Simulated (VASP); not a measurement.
Wanted: the native input for a VASP 6.6.1 run.

| Item | Value |
| --- | --- |
| Task | relaxation of cell and atoms |
| Functional | PBE |
| Dispersion | D3(BJ) |
| Potentials or basis | VASP PAW PBE potentials, release 64 (Sn_d, As, Se) |
| Cutoff | 600 eV |
| k mesh | 12 × 12 × 4 |
| Occupations | gaussian, width 0.1 eV |
| Spin | no spin polarisation |
| Dipole correction | no |
| Further INCAR settings | ALGO = Normal; EDIFF = 1e-06; IBRION = 2; EDIFFG = -0.01; NSW = 100; ISIF = 3 |

The structure of SnAs2Se2 lies in POSCAR:

```
SnAs2Se2
1.0
    3.7396091590      0.0000000000      0.0000000000
   -1.8698045795      3.2385965319      0.0000000000
    0.0000000000      0.0000000000     11.5660867787
Sn As Se
1 2 2
Direct
    0.0000000000      0.0000000000      0.0000000000
    0.3333333333      0.6666666667      0.5580599207
    0.6666666667      0.3333333333      0.4419400793
    0.6666666667      0.3333333333      0.1410876198
    0.3333333333      0.6666666667      0.8589123802
```

One way to write it, as run:

INCAR

```
PREC     = Accurate       # precision mode
ENCUT    = 600            # plane-wave cutoff, eV
EDIFF    = 1E-6           # SCF threshold, eV
ISMEAR   = 0              # smearing method
SIGMA    = 0.1            # smearing width, eV
LREAL    = False          # projectors in reciprocal space
LASPH    = True           # aspherical terms in the spheres
NELM     = 60             # most SCF steps
ALGO     = Normal         # electronic algorithm
ISIF     = 3              # what is computed and relaxed
LWAVE    = False          # write WAVECAR
LCHARG   = False          # write CHGCAR
GGA      = PE             # functional
IVDW     = 12             # dispersion correction
IBRION   = 2              # ionic algorithm
NSW      = 100            # ionic steps
EDIFFG   = -0.01          # ionic threshold
```

KPOINTS

```
Automatic mesh
0
Gamma
  12 12 4
```

Potentials or basis: VASP PAW PBE potentials, release 64 (Sn_d, As, Se).

The run is started by

```bash
$ cat potpaw_PBE.64/Sn_d/POTCAR potpaw_PBE.64/As/POTCAR potpaw_PBE.64/Se/POTCAR > POTCAR
$ mpirun -np 1 vasp_std > vasp.out
```

It gave:

```
Relaxed volume                        : 28.49 Å³/atom
Relaxed cell                          : a = 3.729 Å, b = 3.729 Å, c = 11.830 Å, α = 90.00°, β = 90.00°, γ = 120.00°
Space group after relaxing (to 0.1 Å) : P-3m1 (No. 164)
Energy gained by relaxing             : 0.9 meV/atom
Ionic steps                           : 14
Pressure after relaxing               : 0.0 GPa
Largest force after relaxing          : 0.008 eV/Å
Band gap on the k mesh                : zero (bands 18 and 19 overlap by 0.05 eV)
Dispersion energy per atom            : -0.317 eV
```

Caveat: spin-orbit coupling is left out, which moves the levels of the heavy elements.

Wall time 16 min on 1 thread of Intel(R) Xeon(R) 6975P-C (Granite Rapids), on a shared host, peak memory 0.52 GiB.
